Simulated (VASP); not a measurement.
Write the native input for VASP 6.6.1 that does the following.

* Task: single point
* Functional: PBEsol
* Potentials or basis: VASP PAW PBE potentials, release 64 (H, Cl)
* Cutoff: 520 eV
* k mesh: 18 × 18 × 18
* Occupations: gaussian, width 0.15 eV
* Spin: no spin polarisation
* Dipole correction: no
* Further INCAR settings: ALGO = Fast; EDIFF = 1e-07; NBANDS = 11

The structure of HCl lies in POSCAR:

```
HCl
1.0
    0.0000000000      2.5172713773      3.2239894349
    2.3667056126      0.0000000000      3.2239894349
    2.3667056126      2.5172713773      0.0000000000
H Cl
1 1
Direct
    0.0000000000      0.0000000000      0.0000000000
    0.5000000000      0.5000000000      0.5000000000
```

This cell differs from its parent crystal: ratio of the length along z to the lengths across it x 1.2, volume and fractional coordinates fixed.

The input as run:

INCAR

```
PREC     = Accurate       # precision mode
ENCUT    = 520            # plane-wave cutoff, eV
EDIFF    = 1E-7           # SCF threshold, eV
ISMEAR   = 0              # smearing method
SIGMA    = 0.15           # smearing width, eV
LREAL    = F              # projectors in reciprocal space
LASPH    = T              # aspherical terms in the spheres
NELM     = 100            # most SCF steps
ALGO     = Fast           # electronic algorithm
ISIF     = 2              # what is computed and relaxed
LWAVE    = F              # write WAVECAR
LCHARG   = F              # write CHGCAR
GGA      = PS             # functional
NBANDS   = 11             # bands
```

KPOINTS

```
Automatic mesh
0
Gamma
  18 18 18
```

Potentials or basis: VASP PAW PBE potentials, release 64 (H, Cl).

The run is started by

```console
$ cat potpaw_PBE.64/H/POTCAR potpaw_PBE.64/Cl/POTCAR > POTCAR
$ mpirun -np 1 vasp_std > vasp.out
```

Results of the run:

```yaml
Pressure: -10.4 GPa
Band_gap_on_the_k_mesh: zero (bands 4 and 5 overlap by 0.30 eV)
```

Caveat: the stress differs along the axes, from -18 to -2 GPa; semilocal functionals underestimate gaps, and a narrow one can read as zero; the PAW data sets were made with another functional, which shifts forces and pressure a little.

Wall time 15 min on 1 thread of Oxide Virtual Turin-like Processor, with other jobs on the host, peak memory 0.39 GiB.
